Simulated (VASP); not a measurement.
# MgO (Fm-3m) in VASP: notebook, part 2 of 2

VASP 6.6.1. The steps go on from the part before.

### 3 Relaxation of cell and atoms, LDA, target pressure 6 GPa, at which the enthalpy is minimised

This run uses another cell than the first one, of 8.99 Å³/atom, 1.033 times its volume.

File INCAR:

```
SYSTEM = MgO
  PREC = Accurate
  ENCUT = 600
  EDIFF = 1E-7
  ISMEAR = 0
  SIGMA = 0.01
  LREAL = .FALSE.
  LASPH = .TRUE.
  NELM = 120
  ALGO = Normal
  ISIF = 3
  LWAVE = .FALSE.
  LCHARG = .FALSE.
  GGA = CA
  IBRION = 2
  NSW = 80
  EDIFFG = -0.001
  PSTRESS = 60.0
  GGA_COMPAT = .FALSE.
  NELMIN = 4
```

File KPOINTS:

```
regular mesh
0
G
  10 10 10
  0 0 0
```

File POSCAR:

```
MgO
1.0
    0.0000000000      2.0795508132      2.0795508132
    2.0795508132      0.0000000000      2.0795508132
    2.0795508132      2.0795508132      0.0000000000
Mg O
1 1
Direct
    0.0000000000      0.0000000000      0.0000000000
    0.5000000000      0.5000000000      0.5000000000
```

Potentials or basis: VASP PAW LDA potentials, release 64 (Mg, O).

Launch:

```
$ cat potpaw_LDA.64/Mg/POTCAR potpaw_LDA.64/O/POTCAR > POTCAR
$ mpirun -np 1 vasp_std > vasp.out
```

OUTCAR:

```text
SYSTEM = MgO
   PREC = Accurate
   ENCUT = 600
   EDIFF = 1E-7
   ISMEAR = 0
   LREAL = .FALSE.
   LASPH = .TRUE.
   NELM = 120
   ISIF = 3
   GGA = CA
   IBRION = 2
   NSW = 80
   EDIFFG = -0.001
   PSTRESS = 60.0
   NELMIN = 4

 ion  position               nearest neighbor table
   1  0.000  0.000  0.000-   2 2.08   2 2.08   2 2.08   2 2.08   2 2.08   2 2.08
   2  0.500  0.500  0.500-   1 2.08   1 2.08   1 2.08   1 2.08   1 2.08   1 2.08

  LATTYP: Found a face centered cubic cell.
 ALAT       =     4.1591016264

  Lattice vectors:

 A1 = (   0.0000000000,   2.0795508132,   2.0795508132)
 A2 = (   2.0795508132,   0.0000000000,   2.0795508132)
 A3 = (   2.0795508132,   2.0795508132,   0.0000000000)

Analysis of symmetry for initial positions (statically):
=====================================================================
 Subroutine PRICEL returns:
 Original cell was already a primitive cell.

 Routine SETGRP: Setting up the symmetry group for a
 face centered cubic supercell.

 Subroutine GETGRP returns: Found 48 space group operations
 (whereof 48 operations were pure point group operations)
 out of a pool of 48 trial point group operations.

The static configuration has the point symmetry O_h .

Analysis of symmetry for dynamics (positions and initial velocities):
=====================================================================
 Subroutine PRICEL returns:
 Original cell was already a primitive cell.

 Routine SETGRP: Setting up the symmetry group for a
 face centered cubic supercell.

 Subroutine GETGRP returns: Found 48 space group operations
 (whereof 48 operations were pure point group operations)
 out of a pool of 48 trial point group operations.

The dynamic configuration has the point symmetry O_h .

 Subroutine INISYM returns: Found 48 space group operations
 (whereof 48 operations are pure point group operations),
 and found     1 'primitive' translations

----------------------------------------------------------------------------------------
[... 127 lines left out ...]
  energy-cutoff  :      600.00
  volume of cell :       17.99
 maximum number of plane-waves:       620
   NGX = 11   NGY = 11   NGZ = 11

--------------------------------------- Ionic step        1  -------------------------------------------

 number of electron       8.0000000 magnetization

 Free energy of the ion-electron system (eV)
  ---------------------------------------------------
  ext. energy  EPLUGINS =         0.00000000
  ---------------------------------------------------
  free energy    TOTEN  =       -13.44826204 eV

  energy without entropy =      -13.44826204  energy(sigma->0) =      -13.44826204

------------------------ aborting loop because EDIFF is reached ----------------------------------------

  FORCE on cell =-STRESS in cart. coord.  units (eV):
  Direction    XX          YY          ZZ          XY          YZ          ZX
  --------------------------------------------------------------------------------------
  -------------------------------------------------------------------------------------
  Total       -0.2180886     -0.2180886     -0.2180886     -0.0000000      0.0000000      0.0000000
  in kB      -19.4269624    -19.4269624    -19.4269624     -0.0000000      0.0000000      0.0000000
  external PRESSURE =     -79.4269624 kB  Pullay stress =      60.0000000 kB
[... 63 lines left out ...]
--------------------------------------- Ionic step        3  -------------------------------------------

 number of electron       7.9999997 magnetization

 Free energy of the ion-electron system (eV)
  ---------------------------------------------------
  ext. energy  EPLUGINS =         0.00000000
  ---------------------------------------------------
  free energy    TOTEN  =       -13.43946376 eV

  energy without entropy =      -13.43946376  energy(sigma->0) =      -13.43946376

 E-fermi :   3.6569     XC(G=0): -11.9857

 val. band max:        3.5162544864   @ k =   0.0000   0.0000   0.0000
 cond. band min:       9.0009586601   @ k =   0.0000   0.0000   0.0000
 fundamental gap:      5.4847041737
 Fermi energy:         3.6569432497

 k-point     1 :       0.0000    0.0000    0.0000
  band No.  band energies     occupation
      1     -13.9271      2.00000
      2       3.5163      2.00000
      3       3.5163      2.00000
      4       3.5163      2.00000
      5       9.0010      0.00000
      6      19.4802      0.00000
      7      19.4802      0.00000
      8      19.4802      0.00000
[... 243 lines left out ...]
 k-point    24 :       0.4000    0.3000    0.0000
  band No.  band energies     occupation
      1     -12.4299      2.00000
      2      -0.3847      2.00000
      3       2.0644      2.00000
      4       2.3106      2.00000
      5      13.4408      0.00000
      6      13.9984      0.00000
      7      17.7113      0.00000
      8      22.4460      0.00000

 [... further k-points ...]

------------------------ aborting loop because EDIFF is reached ----------------------------------------

  FORCE on cell =-STRESS in cart. coord.  units (eV):
  Direction    XX          YY          ZZ          XY          YZ          ZX
  --------------------------------------------------------------------------------------
  -------------------------------------------------------------------------------------
  Total        0.6453753      0.6453753      0.6453753      0.0000000     -0.0000000      0.0000000
  in kB       59.9874919     59.9874919     59.9874919      0.0000000     -0.0000000      0.0000000
  external PRESSURE =      -0.0125081 kB  Pullay stress =      60.0000000 kB
[... 21 lines left out ...]
  energy  without entropy=      -13.4394637627  energy(sigma->0) =      -13.43946376

  enthalpy is  TOTEN    =       -12.7939538627 eV   P V=        0.6455099000

 reached required accuracy - stopping structural energy minimisation
```

CONTCAR:

```text
MgO
   1.00000000000000
    -0.0000000000000000    2.0502685404311523    2.0502685404311523
     2.0502685404311523    0.0000000000000000    2.0502685404311523
     2.0502685404311523    2.0502685404311523    0.0000000000000000
  Mg              O
     1     1
Direct
     0.0000000000000000    0.0000000000000000    0.0000000000000000
     0.5000000000000000    0.5000000000000000    0.5000000000000000

  0.00000000E+00  0.00000000E+00  0.00000000E+00
  0.00000000E+00  0.00000000E+00  0.00000000E+00
```

It took 9.6 s on 1 thread of Intel Xeon 6975P-C, shared host; peak memory 0.14 GiB.

What came out:

- Free energy: -13.4395 eV
- Relaxed volume: 8.62 Å³/atom
- Relaxed cell: a = 2.900 Å, b = 2.900 Å, c = 2.900 Å, α = 60.00°, β = 60.00°, γ = 60.00°
- Space group after relaxing (to 0.05 Å): Fm-3m (No. 225)
- Energy change on relaxing (the enthalpy is what falls): +4.4 meV/atom
- Ionic steps: 3
- Pressure after relaxing: 6.0 GPa
- Band gap on the k mesh: 5.48 eV, direct

The path:
```csv
step,energy change (eV),largest force (eV/Å),pressure (GPa),volume (Å³)
1,0.0000,0.0000,-1.94,17.99
2,0.0290,0.0000,10.83,16.85
3,0.0088,0.0000,6.00,17.24
```

Final structure:
```
Mg O
1.0
     0.00000    2.05027    2.05027
     2.05027    0.00000    2.05027
     2.05027    2.05027    0.00000
Mg O
1 1
Direct
  0.00000 0.00000 0.00000
  0.50000 0.50000 0.50000
```

Caveat: the cell is relaxed towards a set pressure, so the enthalpy falls and the energy may rise. Expect the measured gap to be larger: semilocal functionals such as LDA lack the derivative discontinuity.

### 4 Single point, LDA

This run uses another cell than the first one, of 8.58 Å³/atom, 0.985 times its volume.

File INCAR:

```
PREC = Accurate
ENCUT = 600
EDIFF = 1E-6
ISMEAR = 0
SIGMA = 0.01
LREAL = False
LASPH = True
NELM = 120
ALGO = Normal
ISIF = 2
LWAVE = False
LCHARG = True
LELF = True
LVHAR = True
NBANDS = 11
GGA_COMPAT = False
```

File KPOINTS:

```
Automatic mesh
0
Gamma
  10 10 10
```

File POSCAR:

```
MgO
1.0
    0.0000000000      2.0470579066      2.0470579066
    2.0470579066      0.0000000000      2.0470579066
    2.0470579066      2.0470579066      0.0000000000
Mg O
1 1
Direct
    0.0000000000      0.0000000000      0.0000000000
    0.5000000000      0.5000000000      0.5000000000
```

Potentials or basis: VASP PAW LDA potentials, release 64 (Mg, O).

Launch:

```
$ cat potpaw_LDA.64/Mg/POTCAR potpaw_LDA.64/O/POTCAR > POTCAR
$ mpirun -np 1 vasp_std > vasp.out
```

OUTCAR:

```text
PREC = Accurate
   ENCUT = 600
   EDIFF = 1E-6
   ISMEAR = 0
   LREAL = False
   LASPH = True
   NELM = 120
   ISIF = 2

 ion  position               nearest neighbor table
   1  0.000  0.000  0.000-   2 2.05   2 2.05   2 2.05   2 2.05   2 2.05   2 2.05
   2  0.500  0.500  0.500-   1 2.05   1 2.05   1 2.05   1 2.05   1 2.05   1 2.05

  LATTYP: Found a face centered cubic cell.
 ALAT       =     4.0941158132

  Lattice vectors:

 A1 = (   0.0000000000,   2.0470579066,   2.0470579066)
 A2 = (   2.0470579066,   0.0000000000,   2.0470579066)
 A3 = (   2.0470579066,   2.0470579066,   0.0000000000)

Analysis of symmetry for initial positions (statically):
=====================================================================
 Subroutine PRICEL returns:
 Original cell was already a primitive cell.

 Routine SETGRP: Setting up the symmetry group for a
 face centered cubic supercell.

 Subroutine GETGRP returns: Found 48 space group operations
 (whereof 48 operations were pure point group operations)
 out of a pool of 48 trial point group operations.

The static configuration has the point symmetry O_h .

Analysis of symmetry for dynamics (positions and initial velocities):
=====================================================================
 Subroutine PRICEL returns:
 Original cell was already a primitive cell.

 Routine SETGRP: Setting up the symmetry group for a
 face centered cubic supercell.

 Subroutine GETGRP returns: Found 48 space group operations
 (whereof 48 operations were pure point group operations)
 out of a pool of 48 trial point group operations.

The dynamic configuration has the point symmetry O_h .

 Subroutine INISYM returns: Found 48 space group operations
 (whereof 48 operations are pure point group operations),
 and found     1 'primitive' translations

----------------------------------------------------------------------------------------

                                     Primitive cell

  volume of cell :      17.1562
[... 116 lines left out ...]
   AEXX    =    0.0000 exact exchange contribution
   IVDW    =     0    specifies the selected vdW correction
   LEPSILON=     F    determine dielectric tensor
   LRPA    =     F    only Hartree local field effects (RPA)
 non-spin polarized calculation
 Gauss-broadening in eV      SIGMA  =   0.01
  energy-cutoff  :      600.00
  volume of cell :       17.16
 maximum number of plane-waves:       588
   NGX = 11   NGY = 11   NGZ = 11

 number of electron       7.9999997 magnetization

 Free energy of the ion-electron system (eV)
  ---------------------------------------------------
  ext. energy  EPLUGINS =         0.00000000
  ---------------------------------------------------
  free energy    TOTEN  =       -13.43370923 eV

  energy without entropy =      -13.43370923  energy(sigma->0) =      -13.43370923

 E-fermi :   3.6820     XC(G=0): -12.0091

 val. band max:        3.5566932050   @ k =   0.0000   0.0000   0.0000
 cond. band min:       9.0913027375   @ k =   0.0000   0.0000   0.0000
 fundamental gap:      5.5346095325
 Fermi energy:         3.6819735003

 k-point     1 :       0.0000    0.0000    0.0000
  band No.  band energies     occupation
      1     -13.9148      2.00000
      2       3.5567      2.00000
      3       3.5567      2.00000
      4       3.5567      2.00000
      5       9.0913      0.00000
      6      19.5446      0.00000
      7      19.5446      0.00000
      8      19.5446      0.00000
      9      23.7982      0.00000
     10      25.5505      0.00000
     11      25.5505      0.00000
[... 309 lines left out ...]
 k-point    24 :       0.4000    0.3000    0.0000
  band No.  band energies     occupation
      1     -12.4056      2.00000
      2      -0.3614      2.00000
      3       2.0966      2.00000
      4       2.3443      2.00000
      5      13.4961      0.00000
      6      14.0844      0.00000
      7      17.8029      0.00000
      8      22.5493      0.00000
      9      22.7762      0.00000
     10      29.1815      0.00000
     11      31.9993      0.00000

 [... further k-points ...]

------------------------ aborting loop because EDIFF is reached ----------------------------------------

  FORCE on cell =-STRESS in cart. coord.  units (eV):
  Direction    XX          YY          ZZ          XY          YZ          ZX
  --------------------------------------------------------------------------------------
  -------------------------------------------------------------------------------------
  Total        0.7496300      0.7496300      0.7496300      0.0000000     -0.0000000     -0.0000000
  in kB       70.0063074     70.0063074     70.0063074      0.0000000     -0.0000000     -0.0000000
  external PRESSURE =      70.0063074 kB  Pullay stress =       0.0000000 kB

 VOLUME and BASIS-vectors are now :
 -----------------------------------------------------------------------------
  energy-cutoff  :      600.00
  volume of cell :       17.16
      direct lattice vectors                 reciprocal lattice vectors
     0.000000000  2.047057907  2.047057907    -0.244252983  0.244252983  0.244252983
     2.047057907  0.000000000  2.047057907     0.244252983 -0.244252983  0.244252983
     2.047057907  2.047057907  0.000000000     0.244252983  0.244252983 -0.244252983

 POSITION                                       TOTAL-FORCE (eV/Angst)
 -----------------------------------------------------------------------------------
      0.00000      0.00000      0.00000         0.000000      0.000000     -0.000000
      2.04706      2.04706      2.04706        -0.000000     -0.000000      0.000000
 -----------------------------------------------------------------------------------
    total drift:                               -0.000000     -0.000000      0.000000

  FREE ENERGIE OF THE ION-ELECTRON SYSTEM (eV)
  ---------------------------------------------------
  free  energy   TOTEN  =       -13.4337092338 eV

  energy  without entropy=      -13.4337092338  energy(sigma->0) =      -13.43370923
```

OSZICAR:

```text
N       E                     dE             d eps       ncg     rms          rms(c)
DAV:   1     0.136222352725E+02    0.13622E+02   -0.49237E+03  1186   0.723E+02
DAV:   2    -0.144797958728E+02   -0.28102E+02   -0.27431E+02  1168   0.144E+02
DAV:   3    -0.150375506419E+02   -0.55775E+00   -0.55720E+00  1248   0.177E+01
DAV:   4    -0.150386945751E+02   -0.11439E-02   -0.11439E-02  1133   0.901E-01
DAV:   5    -0.150386977619E+02   -0.31867E-05   -0.31868E-05  1211   0.450E-02    0.716E+00
DAV:   6    -0.134930286560E+02    0.15457E+01   -0.82988E+00  1079   0.162E+01    0.212E+00
DAV:   7    -0.134573486883E+02    0.35680E-01   -0.59437E-02  1139   0.211E+00    0.129E+00
DAV:   8    -0.134341828607E+02    0.23166E-01   -0.25402E-02  1091   0.169E+00    0.219E-01
DAV:   9    -0.134338408865E+02    0.34197E-03   -0.45662E-04  1190   0.153E-01    0.128E-01
DAV:  10    -0.134337097155E+02    0.13117E-03   -0.40444E-04  1106   0.159E-01    0.551E-03
DAV:  11    -0.134337092338E+02    0.48171E-06   -0.48091E-06  1160   0.133E-02
   1 F= -.13433709E+02 E0= -.13433709E+02  d E =-.116181E-72
```

Wall time 14 s (1 thread of Intel Xeon 8259CL, shared host); peak memory 0.13 GiB.

Results:

- Free energy: -13.4337 eV
- Pressure: 7.0 GPa
- Band gap on the k mesh: 5.53 eV, direct

### 5 Summary

| task | cell | gap on the mesh (eV) | pressure (GPa) |
| --- | --- | --- | --- |
| single point | a = 2.909 Å, angles 60.0°, 2 atoms | 5.38 | 4.0 |
| relaxation of cell and atoms | relaxed to 6 GPa from a = 2.941 Å, angles 60.0°, 2 atoms | 5.48 | 6.0 |
| single point | a = 2.895 Å, angles 60.0°, 2 atoms | 5.53 | 7.0 |

Alike in all rows: level LDA; potentials or basis VASP PAW LDA potentials, release 64 (Mg, O); no spin polarisation; k mesh 10 × 10 × 10; cutoff (eV) 600; smearing gaussian 0.01 eV.

Caveats: the cell is relaxed towards a set pressure, so the enthalpy falls and the energy may rise (some runs).

Absolute energies hang on the potentials; compare differences alone.
